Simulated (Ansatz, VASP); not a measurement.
# One calculation of NaF, two programs

File INCAR:

```
SYSTEM = NaF
PREC     = Accurate       ! precision mode
ENCUT    = 520            ! plane-wave cutoff, eV
EDIFF    = 1E-7           ! SCF threshold, eV
ISMEAR   = 0              ! smearing method
SIGMA    = 0.01           ! smearing width, eV
LREAL    = .FALSE.        ! projectors in reciprocal space
LASPH    = .TRUE.         ! aspherical terms in the spheres
NELM     = 80             ! most SCF steps
ALGO     = Normal         ! electronic algorithm
ISIF     = 2              ! what is computed and relaxed
LWAVE    = .FALSE.        ! write WAVECAR
LCHARG   = .TRUE.         ! write CHGCAR
GGA      = PE             ! functional
LELF     = .TRUE.         ! ELF
LVHAR    = .TRUE.       
NBANDS   = 14             ! bands
```

KPOINTS

```
regular mesh
0
G
  8 8 8
  0 0 0
```

POSCAR

```
NaF
1.0
    0.0000000000      2.5770889018      2.5770889018
    2.5770889018      0.0000000000      2.5770889018
    2.5770889018      2.5770889018      0.0000000000
Na F
1 1
Direct
    0.0000000000      0.0000000000      0.0000000000
    0.2500000000      0.2500000000      0.2500000000
```

Input for Ansatz:

```yaml
crystal:
  lattice:
    - [0.0, 2.5770889018, 2.5770889018]
    - [2.5770889018, 0.0, 2.5770889018]
    - [2.5770889018, 2.5770889018, 0.0]
  atoms:
    - { symbol: Na, position: [0.0, 0.0, 0.0] }
    - { symbol: F, position: [0.25, 0.25, 0.25] }
kpoints:
  mp_grid: { grid: [8, 8, 8] }
hamiltonian:
  xc: pbe
scf:
  occupations: { method: fixed }
  n_extra_bands: 4
output:
  forces: true
  stress: true
  eigenvalues: true
```

Alike in both runs: task single point; functional PBE; k mesh 8 × 8 × 8; no spin polarisation.

|  | VASP | Ansatz |
| --- | --- | --- |
| version | VASP 6.6.1 | Ansatz 0.2.0 |
| potentials or method | VASP PAW PBE potentials, release 64 (Na_pv, F) | plane waves, PAW |
| plane-wave cutoff (eV) | 520 | 420 |
| occupations | gaussian, width 0.01 eV | fixed |
| valence electrons in the cell | 14 | 16 |

|  | VASP | Ansatz | Ansatz less VASP |
| --- | --- | --- | --- |
| gap on the k mesh at the Fermi level (eV) | 5.44 | 5.45 | +0.014 |
| pressure (GPa) | 0.0 | 0.0 | +0.05 |

VASP's potentials hold 14 valence electrons a cell and Ansatz's 16, so a difference there can come from the potentials and not from the codes.
